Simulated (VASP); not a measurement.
A run of VASP 6.6.1 is set up as follows.

The input INCAR:

```
SYSTEM = GdO
PREC = Accurate
ENCUT = 520
EDIFF = 1E-6
ISMEAR = 0
SIGMA = 0.05
LREAL = .FALSE.
LASPH = .TRUE.
NELM = 150
ALGO = Normal
ISIF = 2
LWAVE = .FALSE.
LCHARG = .FALSE.
ISPIN = 2
MAGMOM = 7 0
LORBIT = 11
LMAXMIX = 6
LDAU = .TRUE.
LDAUTYPE = 2
LDAUL = 3 -1
LDAUU = 6 0
LDAUJ = 0 0
LDAUPRINT = 1
GGA = PE
NBANDS = 23
```

Contents of KPOINTS:

```
Automatic mesh
0
G
  5 5 5
  0 0 0
```

File POSCAR:

```
GdO
1.0
    0.0000000000      2.7000000000      2.7000000000
    2.7000000000      0.0000000000      2.7000000000
    2.7000000000      2.7000000000      0.0000000000
Gd O
1 1
Direct
    0.0000000000      0.0000000000      0.0000000000
    0.2500000000      0.2500000000      0.2500000000
```

Potentials or basis: VASP PAW PBE potentials, release 64 (Gd, O).

The run is started by

```bash
$ cat potpaw_PBE.64/Gd/POTCAR potpaw_PBE.64/O/POTCAR > POTCAR
$ mpirun -np 1 vasp_std > vasp.out
```

Q: Predict the site moments.

A: Gd +7.07; O +0.01 μB.

Q: Predict the net moment.

A: 7.96 μB per cell.

Q: Predict the band gap on the k mesh.

A: Zero (filled and empty bands overlap).

Q: What does it give for the pressure?

A: -0.2 GPa.

Eigenvalues of the final occupation matrices:
```tsv
site	spin	trace	eigenvalues
site 1 f	1	6.95	0.99 0.99 0.99 0.99 0.99 0.99 1.00
site 1 f	2	0.03	0.00 0.00 0.00 0.00 0.00 0.00 0.01
```

Caveat: the k points lie up to 0.40 Å⁻¹ apart, too coarse for converged energies and pressures of a metal; spin-orbit coupling is left out, which moves the levels of the heavy elements; a cell with one magnetic atom can't hold antiferromagnetic order, which such compounds often take. The state reached can hang on the start; a lower one may exist.
